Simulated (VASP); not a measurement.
Wanted: the native input for a VASP 6.6.1 run.

- Task: single point
- Functional: LDA
- Potentials or basis: VASP PAW LDA potentials, release 64 (Cd, Se)
- Cutoff: 500 eV
- k mesh: 6 × 6 × 6
- Occupations: gaussian, width 0.01 eV
- Spin: no spin polarisation
- Dipole correction: no
- Further INCAR settings: ALGO = Normal; EDIFF = 1e-06; NBANDS = 16

The structure of CdSe lies in POSCAR:

```
CdSe
1.0
    0.0000000000      3.0702710000      3.0702710000
    3.0702710000      0.0000000000      3.0702710000
    3.0702710000      3.0702710000      0.0000000000
Cd Se
1 1
Direct
    0.0000000000      0.0000000000      0.0000000000
    0.7500000000      0.7500000000      0.7500000000
```

The input as run:

INCAR

```
PREC = Accurate
ENCUT = 500
EDIFF = 1E-6
ISMEAR = 0
SIGMA = 0.01
LREAL = False
LASPH = True
NELM = 120
ALGO = Normal
ISIF = 2
LWAVE = False
LCHARG = False
NBANDS = 16
GGA_COMPAT = False
```

KPOINTS

```
Automatic mesh
0
Gamma
  6 6 6
```

Potentials or basis: VASP PAW LDA potentials, release 64 (Cd, Se).

The run is started by

```bash
$ cat potpaw_LDA.64/Cd/POTCAR potpaw_LDA.64/Se/POTCAR > POTCAR
$ mpirun -np 1 vasp_std > vasp.out
```

It gave:

```json
{
 "Pressure": "-2.9 GPa",
 "Band gap on the k mesh": "0.30 eV, direct"
}
```

It took 7.4 s on 1 thread of Intel(R) Xeon(R) 6975P-C (Granite Rapids), on a shared host, peak memory 0.15 GiB.
